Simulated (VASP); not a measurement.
# BN (Qingsongite) in VASP: a series of runs

Runs on BN (Qingsongite). Level: PBE. Tasks: single point.

All numbers are computed with VASP 6.6.1; they aren't measurements. Logs are shortened: lines on timing, memory, paths and dates and some standing lists are left out, and cuts for length are marked.

## 1. The cell of the first run

The structure is cubic, space group F-43m (No. 216). Conventional cell: a = 3.686 Å, b = 3.686 Å, c = 3.686 Å, α = 90.00°, β = 90.00°, γ = 90.00°. B (site symmetry -43m) has 4 N at 1.60 Å within 2.1 Å. Within 2.1 Å of N (site symmetry -43m) lie 4 B at 1.60 Å.

## 2. Single point, PBE (volume scaled by 1.06, then relaxed in part)

INCAR reads:

```
SYSTEM = BN
PREC     = Accurate       ! precision mode
ENCUT    = 520            ! plane-wave cutoff, eV
EDIFF    = 1E-6           ! SCF threshold, eV
ISMEAR   = -1             ! smearing method
SIGMA    = 0.02           ! smearing width, eV
LREAL    = .False.        ! projectors in reciprocal space
LASPH    = .True.         ! aspherical terms in the spheres
NELM     = 100            ! most SCF steps
ALGO     = Normal         ! electronic algorithm
ISIF     = 2              ! what is computed and relaxed
LWAVE    = .False.        ! write WAVECAR
LCHARG   = .True.         ! write CHGCAR
GGA      = PE             ! functional
LELF     = .True.         ! ELF
LVHAR    = .True.       
NBANDS   = 11             ! bands
```

KPOINTS reads:

```
regular mesh
0
Gamma
  14 14 14
  0 0 0
```

POSCAR reads:

```
BN
1.0
    0.0000000000      1.8429501765      1.8429501765
    1.8429501765      0.0000000000      1.8429501765
    1.8429501765      1.8429501765      0.0000000000
B N
1 1
Direct
    0.0000000000      0.0000000000      0.0000000000
    0.2500000000      0.2500000000      0.2500000000
```

Potentials or basis: VASP PAW PBE potentials, release 64 (B, N).

The run is started by

```
> cat potpaw_PBE.64/B/POTCAR potpaw_PBE.64/N/POTCAR > POTCAR
> mpirun -np 1 vasp_std > vasp.out
```

OUTCAR:

```text
SYSTEM = BN
   PREC = Accurate
   ENCUT = 520
   EDIFF = 1E-6
   ISMEAR = -1
   LREAL = .False.
   LASPH = .True.
   NELM = 100
   ISIF = 2
   GGA = PE

 ion  position               nearest neighbor table
   1  0.000  0.000  0.000-   2 1.60   2 1.60   2 1.60   2 1.60
   2  0.250  0.250  0.250-   1 1.60   1 1.60   1 1.60   1 1.60

  LATTYP: Found a face centered cubic cell.
 ALAT       =     3.6859003530

  Lattice vectors:

 A1 = (   0.0000000000,   1.8429501765,   1.8429501765)
 A2 = (   1.8429501765,   0.0000000000,   1.8429501765)
 A3 = (   1.8429501765,   1.8429501765,   0.0000000000)

Analysis of symmetry for initial positions (statically):
=====================================================================
 Subroutine PRICEL returns:
 Original cell was already a primitive cell.

 Routine SETGRP: Setting up the symmetry group for a
 face centered cubic supercell.

 Subroutine GETGRP returns: Found 24 space group operations
 (whereof 24 operations were pure point group operations)
 out of a pool of 48 trial point group operations.

The static configuration has the point symmetry T_d .

Analysis of symmetry for dynamics (positions and initial velocities):
=====================================================================
 Subroutine PRICEL returns:
 Original cell was already a primitive cell.

 Routine SETGRP: Setting up the symmetry group for a
 face centered cubic supercell.

 Subroutine GETGRP returns: Found 24 space group operations
 (whereof 24 operations were pure point group operations)
 out of a pool of 48 trial point group operations.

The dynamic configuration has the point symmetry T_d .

 Subroutine INISYM returns: Found 24 space group operations
 (whereof 24 operations are pure point group operations),
 and found     1 'primitive' translations

----------------------------------------------------------------------------------------

                                     Primitive cell

  volume of cell :      12.5190

  direct lattice vectors                    reciprocal lattice vectors
     0.000000000  1.842950177  1.842950177    -0.271304133  0.271304133  0.271304133
     1.842950177  0.000000000  1.842950177     0.271304133 -0.271304133  0.271304133
     1.842950177  1.842950177  0.000000000     0.271304133  0.271304133 -0.271304133

  length of vectors
     2.606325134  2.606325134  2.606325134     0.469912543  0.469912543  0.469912543

  position of ions in fractional coordinates (direct lattice)
     0.000000000  0.000000000  0.000000000
[... 80 lines left out ...]
   EDIFFG = 0.1E-04   stopping-criterion for IOM
   NSW    =      0    number of steps for IOM
   IBRION =     -1    ionic relax: 0-MD 1-quasi-New 2-CG
   NFREE  =      0    steps in history (QN), initial steepest desc. (CG)
   ISIF   =      2    stress and relaxation
   ISYM   =      2    0-nonsym 1-usesym 2-fastsym
   POTIM  = 0.5000    time-step for ionic-motion
   TEBEG  =    0.0;   TEEND  =   0.0 temperature during run
   PSTRESS=    0.0 pullay stress
   NELECT =       8.0000    total number of electrons
   NUPDOWN=      -1.0000    fix difference up-down
   EMIN   =  10.00;   EMAX   =-10.00  energy-range for DOS
   EFERMI =   0.00;   METHOD = LEGACY
   ISMEAR =    -1;   SIGMA  =   0.02  broadening in eV -4-tet -1-fermi 0-gaus
   EFERMI_NEDOS =   21; number of points for ismear=-14 and -15
   IALGO  =     38    algorithm
   IMIX   =      4    mixing-type and parameters
     AMIX     =   0.40;   BMIX     =  1.00
     AMIX_MAG =   1.60;   BMIX_MAG =  1.00
  volume/ion in A,a.u.               =       6.26        42.24
  Fermi-wavevector in a.u.,A,eV,Ry     =   1.410093  2.664690 27.053329  1.988364
  Thomas-Fermi vector in A             =   2.532082
   LORBIT       =      0    0 simple, 1 ext, 2 COOP (PROOUT), +10 PAW based schemes
   GGA     = PE    functional components
   LHFCALC =     F    Hartree Fock is set to
   AEXX    =    0.0000 exact exchange contribution
   IVDW    =     0    specifies the selected vdW correction
   LEPSILON=     F    determine dielectric tensor
   LRPA    =     F    only Hartree local field effects (RPA)
 non-spin polarized calculation
  energy-cutoff  :      520.00
  volume of cell :       12.52
 maximum number of plane-waves:       345
   NGX =  9   NGY =  9   NGZ =  9

 number of electron       8.0000002 magnetization

 Free energy of the ion-electron system (eV)
  ---------------------------------------------------
  ext. energy  EPLUGINS =         0.00000000
  ---------------------------------------------------
  free energy    TOTEN  =       -17.41879204 eV

  energy without entropy =      -17.41879204  energy(sigma->0) =      -17.41879204

 E-fermi :   7.1137     XC(G=0): -12.5365

 val. band max:        6.7021453248   @ k =   0.0000   0.0000   0.0000
 cond. band min:      11.0972922097   @ k =   0.5000   0.5000   0.0000
 fundamental gap:      4.3951468849
 Fermi energy:         7.1136516952

 k-point     1 :       0.0000    0.0000    0.0000
  band No.  band energies     occupation
      1     -12.8812      2.00000
      2       6.7021      2.00000
      3       6.7021      2.00000
      4       6.7021      2.00000
      5      15.2451      0.00000
      6      15.2451      0.00000
      7      15.2451      0.00000
      8      16.1199      0.00000
      9      30.3772      0.00000
     10      33.7707      0.00000
     11      33.7707      0.00000
[... 309 lines left out ...]
 k-point    24 :       0.2857    0.1429    0.0000
  band No.  band energies     occupation
      1     -11.2041      2.00000
      2       1.8570      2.00000
      3       4.4993      2.00000
      4       4.9186      2.00000
      5      14.6395      0.00000
      6      17.7054      0.00000
      7      18.3756      0.00000
      8      18.9440      0.00000
      9      25.5111      0.00000
     10      31.9129      0.00000
     11      33.3966      0.00000

 [... further k-points ...]
[... 5 lines left out ...]
  --------------------------------------------------------------------------------------
  -------------------------------------------------------------------------------------
  Total       -1.3211824     -1.3211824     -1.3211824      0.0000000      0.0000000     -0.0000000
  in kB     -169.0840298   -169.0840298   -169.0840298      0.0000000      0.0000000     -0.0000000
  external PRESSURE =    -169.0840298 kB  Pullay stress =       0.0000000 kB

 VOLUME and BASIS-vectors are now :
 -----------------------------------------------------------------------------
  energy-cutoff  :      520.00
  volume of cell :       12.52
      direct lattice vectors                 reciprocal lattice vectors
     0.000000000  1.842950177  1.842950177    -0.271304133  0.271304133  0.271304133
     1.842950177  0.000000000  1.842950177     0.271304133 -0.271304133  0.271304133
     1.842950177  1.842950177  0.000000000     0.271304133  0.271304133 -0.271304133

 POSITION                                       TOTAL-FORCE (eV/Angst)
 -----------------------------------------------------------------------------------
      0.00000      0.00000      0.00000        -0.000000     -0.000000     -0.000000
      0.92148      0.92148      0.92148         0.000000      0.000000      0.000000
 -----------------------------------------------------------------------------------
    total drift:                               -0.000000     -0.000000      0.000000

  FREE ENERGIE OF THE ION-ELECTRON SYSTEM (eV)
  ---------------------------------------------------
  free  energy   TOTEN  =       -17.4187920382 eV

  energy  without entropy=      -17.4187920382  energy(sigma->0) =      -17.41879204
```

OSZICAR:

```text
N       E                     dE             d eps       ncg     rms          rms(c)
DAV:   1     0.929448017826E+01    0.92945E+01   -0.50051E+03  2368   0.722E+02
DAV:   2    -0.178046191098E+02   -0.27099E+02   -0.26083E+02  2742   0.161E+02
DAV:   3    -0.182983832641E+02   -0.49376E+00   -0.49300E+00  2693   0.185E+01
DAV:   4    -0.182989952124E+02   -0.61195E-03   -0.61194E-03  2456   0.730E-01
DAV:   5    -0.182989958681E+02   -0.65567E-06   -0.65566E-06  2627   0.230E-02    0.639E+00
DAV:   6    -0.174857565421E+02    0.81324E+00   -0.30415E+00  2408   0.977E+00    0.307E+00
DAV:   7    -0.174310311350E+02    0.54725E-01   -0.81852E-02  2564   0.243E+00    0.185E+00
DAV:   8    -0.174185677790E+02    0.12463E-01   -0.32990E-02  2545   0.130E+00    0.163E-01
DAV:   9    -0.174186906581E+02   -0.12288E-03   -0.10871E-03  2414   0.254E-01    0.780E-02
DAV:  10    -0.174187860593E+02   -0.95401E-04   -0.13123E-04  2498   0.978E-02    0.145E-02
DAV:  11    -0.174187920140E+02   -0.59546E-05   -0.10857E-05  2621   0.267E-02    0.106E-02
DAV:  12    -0.174187920382E+02   -0.24269E-07   -0.17831E-06  1431   0.909E-03
   1 F= -.17418792E+02 E0= -.17418792E+02  d E =-.112032E-11
```

stdout:

```text
POSCAR found type information on POSCAR B N
 POSCAR found :  2 types and       2 ions
 scaLAPACK will be used
 LDA part: xc-table for (Slater+PW92), standard interpolation
 POSCAR, INCAR and KPOINTS ok, starting setup
 FFT: planning ... GRIDC
 FFT: planning ... GRID_SOFT
 FFT: planning ... GRID
 WAVECAR not read
 entering main loop
```

It took 7.8 s on 1 thread of Intel Xeon Platinum 8488C (Sapphire Rapids), shared host; peak memory 0.12 GiB.

Results:

| Item | Value |
| --- | --- |
| Free energy | -17.4188 eV |
| Pressure | -16.9 GPa |
| Band gap on the k mesh | 4.40 eV, indirect (least direct gap 8.54 eV) |

 A k mesh can miss the band edges.

## 3. Single point, PBE (z stretched by -3 %, then relaxed in part)

INCAR reads:

```
SYSTEM = BN
PREC = Accurate
ENCUT = 520
EDIFF = 1E-6
ISMEAR = -1
SIGMA = 0.02
LREAL = .FALSE.
LASPH = .TRUE.
NELM = 60
ALGO = Normal
ISIF = 2
LWAVE = .FALSE.
LCHARG = .FALSE.
GGA = PE
NBANDS = 11
```

KPOINTS reads:

```
Automatic mesh
0
G
  14 14 14
  0 0 0
```

POSCAR reads:

```
BN
1.0
    0.0000000000      1.8075000000      1.7532750000
    1.8075000000      0.0000000000      1.7532750000
    1.8075000000      1.8075000000      0.0000000000
B N
1 1
Direct
    0.0000000000      0.0000000000      0.0000000000
    0.2500000000      0.2500000000      0.2500000000
```

Potentials or basis: VASP PAW PBE potentials, release 64 (B, N).

The run is started by

```
> cat potpaw_PBE.64/B/POTCAR potpaw_PBE.64/N/POTCAR > POTCAR
> mpirun -np 1 vasp_std > vasp.out
```

OUTCAR:

```text
SYSTEM = BN
   PREC = Accurate
   ENCUT = 520
   EDIFF = 1E-6
   ISMEAR = -1
   LREAL = .FALSE.
   LASPH = .TRUE.
   NELM = 60
   ISIF = 2
   GGA = PE

 ion  position               nearest neighbor table
   1  0.000  0.000  0.000-   2 1.55   2 1.55   2 1.55   2 1.55
   2  0.250  0.250  0.250-   1 1.55   1 1.55   1 1.55   1 1.55

  LATTYP: Found a body centered tetragonal cell.
 ALAT       =     2.5561910140
 C/A-ratio  =     1.3717871555

  Lattice vectors:

[... 519 lines left out ...]

 [... further k-points ...]

------------------------ aborting loop because EDIFF is reached ----------------------------------------

  FORCE on cell =-STRESS in cart. coord.  units (eV):
  Direction    XX          YY          ZZ          XY          YZ          ZX
  --------------------------------------------------------------------------------------
  -------------------------------------------------------------------------------------
  Total        0.6827738      0.6827738      2.0004933      0.0000000      0.0000000     -0.0000000
  in kB       95.4884295     95.4884295    279.7763746      0.0000000      0.0000000     -0.0000000
  external PRESSURE =     156.9177445 kB  Pullay stress =       0.0000000 kB

 VOLUME and BASIS-vectors are now :
 -----------------------------------------------------------------------------
  energy-cutoff  :      520.00
  volume of cell :       11.46
      direct lattice vectors                 reciprocal lattice vectors
     0.000000000  1.807500000  1.753275000    -0.276625173  0.276625173  0.285180591
     1.807500000  0.000000000  1.753275000     0.276625173 -0.276625173  0.285180591
     1.807500000  1.807500000  0.000000000     0.276625173  0.276625173 -0.285180591

 POSITION                                       TOTAL-FORCE (eV/Angst)
 -----------------------------------------------------------------------------------
      0.00000      0.00000      0.00000        -0.000000     -0.000000     -0.000000
      0.90375      0.90375      0.87664         0.000000      0.000000      0.000000
 -----------------------------------------------------------------------------------
    total drift:                                0.000001      0.000001     -0.000002

  FREE ENERGIE OF THE ION-ELECTRON SYSTEM (eV)
  ---------------------------------------------------
  free  energy   TOTEN  =       -17.4149387004 eV

  energy  without entropy=      -17.4149387004  energy(sigma->0) =      -17.41493870
```

OSZICAR:

```text
N       E                     dE             d eps       ncg     rms          rms(c)
DAV:   1     0.107009643474E+02    0.10701E+02   -0.50692E+03  5536   0.729E+02
DAV:   2    -0.179298284674E+02   -0.28631E+02   -0.27822E+02  6396   0.166E+02
DAV:   3    -0.184282177526E+02   -0.49839E+00   -0.49772E+00  6295   0.188E+01
DAV:   4    -0.184287575890E+02   -0.53984E-03   -0.53983E-03  5734   0.702E-01
DAV:   5    -0.184287580658E+02   -0.47679E-06   -0.47679E-06  6157   0.204E-02    0.688E+00
DAV:   6    -0.175116536001E+02    0.91710E+00   -0.28939E+00  5647   0.998E+00    0.338E+00
DAV:   7    -0.174298342365E+02    0.81819E-01   -0.11858E-01  6076   0.281E+00    0.196E+00
DAV:   8    -0.174146516013E+02    0.15183E-01   -0.36731E-02  5940   0.140E+00    0.209E-01
DAV:   9    -0.174148509130E+02   -0.19931E-03   -0.91764E-04  5695   0.260E-01    0.866E-02
DAV:  10    -0.174149337742E+02   -0.82861E-04   -0.11707E-04  5917   0.924E-02    0.154E-02
DAV:  11    -0.174149386814E+02   -0.49072E-05   -0.84851E-06  6125   0.241E-02    0.106E-02
DAV:  12    -0.174149387004E+02   -0.18980E-07   -0.14451E-06  3263   0.838E-03
   1 F= -.17414939E+02 E0= -.17414939E+02  d E =-.208682E-10
```

stdout:

```text
POSCAR found type information on POSCAR B N
 POSCAR found :  2 types and       2 ions
 scaLAPACK will be used
 LDA part: xc-table for (Slater+PW92), standard interpolation
 POSCAR, INCAR and KPOINTS ok, starting setup
 FFT: planning ... GRIDC
 FFT: planning ... GRID_SOFT
 FFT: planning ... GRID
 WAVECAR not read
 entering main loop
```

It took 18 s on 1 thread of Intel Xeon Platinum 8488C (Sapphire Rapids), shared host; peak memory 0.14 GiB.

Results:

| Quantity | Value |
| --- | --- |
| Free energy | -17.4149 eV |
| Pressure | 15.7 GPa |
| Band gap on the k mesh | 3.94 eV, indirect (least direct gap 8.63 eV) |

Levels at points of the mesh, in eV from the valence-band top:
```csv
k point,band 1,band 2,band 3,band 4,band 5,band 6,band 7,band 8,band 9
"(0.00, 0.00, 0.00)",-20.78,-0.29,-0.29,0.00,8.63,8.85,8.85,10.65,25.14
"(0.50, 0.00, 0.00)",-16.41,-11.17,-2.43,-1.96,10.00,10.50,11.21,15.38,23.67
"(0.50, 0.50, 0.00)",-14.76,-9.01,-5.53,-5.53,3.94,8.72,18.24,18.24,21.54
"(0.50, 0.00, 0.50)",-15.12,-9.46,-5.11,-5.10,4.48,9.46,17.90,18.37,20.88
```

Caveat: the cell differs from its parent crystal (z stretched by -3 %, then relaxed in part).
